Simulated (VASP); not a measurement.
A run of VASP 6.6.1 is set up as follows.

File INCAR:

```
  PREC = Accurate
  ENCUT = 500
  EDIFF = 1E-6
  ISMEAR = 0
  SIGMA = 0.05
  LREAL = F
  LASPH = T
  NELM = 120
  ALGO = Normal
  ISIF = 2
  LWAVE = F
  LCHARG = T
  GGA = CA
  LELF = T
  LVHAR = T
  NBANDS = 20
  GGA_COMPAT = F
```

Contents of KPOINTS:

```
Automatic mesh
0
Gamma
  8 8 4
```

POSCAR

```
SnSe2
1.0
    3.8091813340      0.0000000000      0.0000000000
   -1.9045906670      3.2988478028      0.0000000000
    0.0000000000      0.0000000000      6.0986411289
Sn Se
1 2
Direct
    0.0000000000      0.0000000000      0.0000000000
    0.3333333333      0.6666666667      0.2586933142
    0.6666666667      0.3333333333      0.7413066858
```

Potentials or basis: VASP PAW LDA potentials, release 64 (Sn_d, Se).

The run is started by

```console
$ cat potpaw_LDA.64/Sn_d/POTCAR potpaw_LDA.64/Se/POTCAR > POTCAR
$ mpirun -np 1 vasp_std > vasp.out
```

**Question.** What does it give for the band gap on the k mesh?

**Answer.** 0.61 eV, indirect (least direct gap 0.87 eV).

**Question.** What does it give for the pressure?

**Answer.** -0.8 GPa.

Forces on the atoms (eV/Å):
```
Sn   0.000  0.000  0.000
Se   0.000  0.000  0.023
Se   0.000  0.000 -0.023
```

Caveat: spin-orbit coupling is left out, which moves the levels of the heavy elements. A k mesh can miss the band edges.
